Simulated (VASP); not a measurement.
Input of a VASP 6.6.1 run:

File INCAR:

```
SYSTEM = SnS2
PREC = Accurate
ENCUT = 500
EDIFF = 1E-6
ISMEAR = 0
SIGMA = 0.01
LREAL = .FALSE.
LASPH = .TRUE.
NELM = 120
ALGO = Normal
ISIF = 2
LWAVE = .FALSE.
LCHARG = .TRUE.
GGA = PE
LELF = .TRUE.
LVHAR = .TRUE.
NBANDS = 20
GGA_COMPAT = .FALSE.
```

Contents of KPOINTS:

```
Automatic mesh
0
G
  12 12 8
  0 0 0
```

POSCAR

```
SnS2
1.0
    3.6390000000      0.0000000000      0.0000000000
   -1.8195000000      3.1514664444      0.0000000000
    0.0000000000      0.0000000000      5.8680000000
Sn S
1 2
Direct
    0.0000000000      0.0000000000      0.0000000000
    0.3333333333      0.6666666667      0.2500000000
    0.6666666667      0.3333333333      0.7500000000
```

Potentials or basis: VASP PAW PBE potentials, release 64 (Sn_d, S).

The run is started by

```bash
$ cat potpaw_PBE.64/Sn_d/POTCAR potpaw_PBE.64/S/POTCAR > POTCAR
$ mpirun -np 1 vasp_std > vasp.out
```

Task: What does it give for the largest force?

Result: 0.242 eV/Å.

Task: What does it give for the band gap on the k mesh?

Result: 1.45 eV, indirect (least direct gap 1.94 eV).

Task: Estimate the pressure.

Result: 4.2 GPa.

Forces in eV/Å, atoms in the order of the input:
```
Sn   0.000  0.000  0.000
S    0.000  0.000  0.242
S    0.000  0.000 -0.242
```

Caveat: spin-orbit coupling is left out, which moves the levels of the heavy elements; this functional lacks dispersion, which binds the layers, so the pressure and a relaxed spacing across them are unreliable. A k mesh can miss the band edges.
